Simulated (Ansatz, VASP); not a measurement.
## WS2 in VASP and in Ansatz

```xyz
6
Lattice="3.1147 0.0000 0.0000 -1.5574 2.6974 0.0000 0.0000 0.0000 11.8943" Properties=species:S:1:pos:R:3 pbc="T T T"
W     0.0000    1.7983    8.9187
W     1.5574    0.8991    2.9756
S     0.0000    1.7983    1.4016
S     1.5574    0.8991    7.3448
S     0.0000    1.7983    4.5495
S     1.5574    0.8991   10.4926
```

Change from the starting cell: strain along c alone, the other axes held, atoms relaxed: +1.0 %.

Alike in both runs: functional PBEsol; dispersion D3(BJ); k mesh 12 × 12 × 4; occupations gaussian, width 0.02 eV; no spin polarisation.

Ansatz relaxed the structure, and its values are those at the end. VASP's run is a single point on that final structure, the one shown.

```csv
,VASP,Ansatz
version,VASP 6.6.1,Ansatz 0.2.0
potentials or method,"VASP PAW PBE potentials, release 64 (W_sv, S), cutoff 520 eV","scalar-relativistic, plane waves, PAW"
valence electrons in the cell,52,52
```

```tsv
	VASP	Ansatz	Ansatz less VASP
gap on the k mesh at the Fermi level (eV)	0.74	0.72	-0.021
least direct gap on the mesh (eV)	1.94	1.94	-0.004
pressure (GPa)	-0.2	-0.4	-0.15
rms of the force components (eV/Å)	0.010	0.001	-0.0087
```

VASP's potentials were made for PBE, not for PBEsol. Ansatz's warnings: stress scf threshold loose.

Spin-orbit coupling is off throughout.
